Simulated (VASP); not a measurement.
A run of VASP 6.6.1:

File INCAR:

```
  ALGO = Normal
  EDIFF = 1E-6
  ENCUT = 520
  GGA = PE
  ISIF = 2
  ISMEAR = 0
  LASPH = T
  LCHARG = T
  LELF = T
  LREAL = F
  LVHAR = T
  LWAVE = F
  NBANDS = 16
  NELM = 60
  PREC = Accurate
  SIGMA = 0.05
```

The input KPOINTS:

```
k-points
0
Gamma
  9 9 6
```

POSCAR

```
MgO
1.0
    3.1798172993      0.0000000000      0.0000000000
   -1.5899086497      2.7538025606      0.0000000000
    0.0000000000      0.0000000000      5.5672241276
Mg O
2 2
Direct
    0.3333333333      0.6666666667      0.0356068245
    0.6666666667      0.3333333333      0.5356068245
    0.3333333333      0.6666666667      0.3982811987
    0.6666666667      0.3333333333      0.8982811987
```

Potentials or basis: VASP PAW PBE potentials, release 64 (Mg, O).

Run with:

```sh
$ cat potpaw_PBE.64/Mg/POTCAR potpaw_PBE.64/O/POTCAR > POTCAR
$ mpirun -np 1 vasp_std > vasp.out
```

Hardware: 1 thread of Intel(R) Xeon(R) 6975P-C (Granite Rapids), on a shared host.

Problem. Estimate the wall time of this run.

Solution. Wall time 14 s on 1 thread of Intel(R) Xeon(R) 6975P-C (Granite Rapids), on a shared host, peak memory 0.17 GiB. Counts: scf iterations 13, k points 48.
